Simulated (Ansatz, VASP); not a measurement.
# SnSe in VASP and in Ansatz

File INCAR:

```
PREC = Accurate
ENCUT = 520
EDIFF = 1E-8
ISMEAR = -1
SIGMA = 0.01
LREAL = False
LASPH = True
NELM = 60
ALGO = Normal
ISIF = 2
LWAVE = False
LCHARG = False
GGA = PS
LEFG = True
NBANDS = 17
```

The input KPOINTS:

```
Automatic mesh
0
Gamma
  7 7 7
```

The input POSCAR:

```
SnSe
1.0
    0.0000000000      3.0100000000      3.0100000000
    3.0100000000      0.0000000000      3.0100000000
    3.0100000000      3.0100000000      0.0000000000
Sn Se
1 1
Direct
    0.0000000000      0.0000000000      0.0000000000
    0.5000000000      0.5000000000      0.5000000000
```

Input for Ansatz:

```yaml
crystal:
  lattice:
    - [0.0, 3.01, 3.01]
    - [3.01, 0.0, 3.01]
    - [3.01, 3.01, 0.0]
  atoms:
    - { symbol: Sn, position: [0.0, 0.0, 0.0] }
    - { symbol: Se, position: [0.5, 0.5, 0.5] }
kpoints:
  mp_grid: { grid: [7, 7, 7] }
  band_path:
    path:
      - [0.0, 0.0, 0.0]
      - [0.5, 0.0, 0.5]
      - [0.625, 0.25, 0.625]
      - [0.375, 0.375, 0.75]
      - [0.0, 0.0, 0.0]
      - [0.5, 0.5, 0.5]
      - [0.5, 0.25, 0.75]
      - [0.5, 0.0, 0.5]
    npoints: 14
scf:
  occupations: { method: fermi_dirac, width: 0.01 }
hamiltonian:
  xc: pbesol
  pseudopotentials: { kind: paw }
output:
  forces: true
  stress: true
  eigenvalues: true
  efg: { contact_densities: true }
  populations: true
  bader: true
  dos: { projected: true, de: 0.2, e_range: [-14, 8] }
  write_density: true
  write_potential: true
  elf: true
  volumetric_format: npy
```

Alike in both runs: task electric field gradients; functional PBEsol; k mesh 7 × 7 × 7; occupations fermi-dirac, width 0.01 eV; no spin polarisation.

|  | VASP | Ansatz |
| --- | --- | --- |
| version | VASP 6.6.1 | Ansatz 0.2.0 |
| potentials or method | VASP PAW PBE potentials, release 64 (Sn_d, Se) | PAW with Ansatz's default frozen-core files, scalar-relativistic |
| plane-wave cutoff (eV) | 520 | 420 |
| valence electrons in the cell | 20 | 30 |

|  | VASP | Ansatz | Ansatz less VASP |
| --- | --- | --- | --- |
| pressure (GPa) | -1.9 | -1.9 | -0.02 |

VASP's potentials were made for PBE, not for PBEsol. The functional is the same, so the differences come from potentials, cutoffs and numerics. VASP's potentials hold 20 valence electrons a cell and Ansatz's 30, so a difference there can come from the potentials and not from the codes.
